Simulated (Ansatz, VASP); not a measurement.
One calculation of MnO, two programs

File INCAR:

```
  PREC = Accurate
  ENCUT = 520
  EDIFF = 1E-6
  ISMEAR = -1
  SIGMA = 0.05
  LREAL = False
  LASPH = True
  NELM = 150
  ALGO = Normal
  ISIF = 2
  LWAVE = False
  LCHARG = False
  ISPIN = 2
  MAGMOM = 4 0
  LORBIT = 11
  LMAXMIX = 4
  GGA = PE
  NBANDS = 20
```

Contents of KPOINTS:

```
regular mesh
0
Gamma
  13 13 13
```

The input POSCAR:

```
MnO
1.0
    0.0000000000      2.1978370907      2.2641007882
    2.1978370907      0.0000000000      2.2641007882
    2.1978370907      2.1978370907      0.0000000000
Mn O
1 1
Direct
    0.0000000000      0.0000000000      0.0000000000
    0.5000000000      0.5000000000      0.5000000000
```

Input for Ansatz:

```yaml
crystal:
  lattice:
    - [0.0, 2.1978370907, 2.2641007882]
    - [2.1978370907, 0.0, 2.2641007882]
    - [2.1978370907, 2.1978370907, 0.0]
  atoms:
    - { symbol: Mn, position: [0.0, 0.0, 0.0], spin: 4.0 }
    - { symbol: O, position: [0.5, 0.5, 0.5] }
magnetization:
  spin_polarized: true
kpoints:
  mp_grid: { grid: [13, 13, 13] }
scf:
  occupations: { method: fermi_dirac, width: 0.05 }
hamiltonian:
  xc: pbe
  pseudopotentials: { kind: all_electron, lapw: { basis_error: 0.001 } }
output:
  forces: true
  stress: true
  eigenvalues: true
```

Change from the starting cell: z stretched by +2 % at fixed volume.

Alike in both runs: task single point; functional PBE; k mesh 13 × 13 × 13; occupations fermi-dirac, width 0.05 eV; collinear spin.

```csv
,VASP,Ansatz
version,VASP 6.6.1,Ansatz 0.2.0
potentials or method,"VASP PAW PBE potentials, release 64 (Mn_pv, O), cutoff 520 eV","all-electron LAPW, scalar-relativistic"
```

|  | VASP | Ansatz | Ansatz less VASP |
| --- | --- | --- | --- |
| pressure (GPa) | 0.3 | 0.1 | -0.16 |
| traceless stress, the component that is largest in VASP (GPa) | 0.47 | 0.58 | +0.113 |
| net moment per atom (μB) | 2.37 | 2.37 | 0.000 |
| size of the moment on the site where the two differ most (μB) | 0.20 | 0.23 | +0.028 |

Site moments also hang on the region over which each program counts them. Ansatz ran all-electron here, and VASP with PAW potentials.
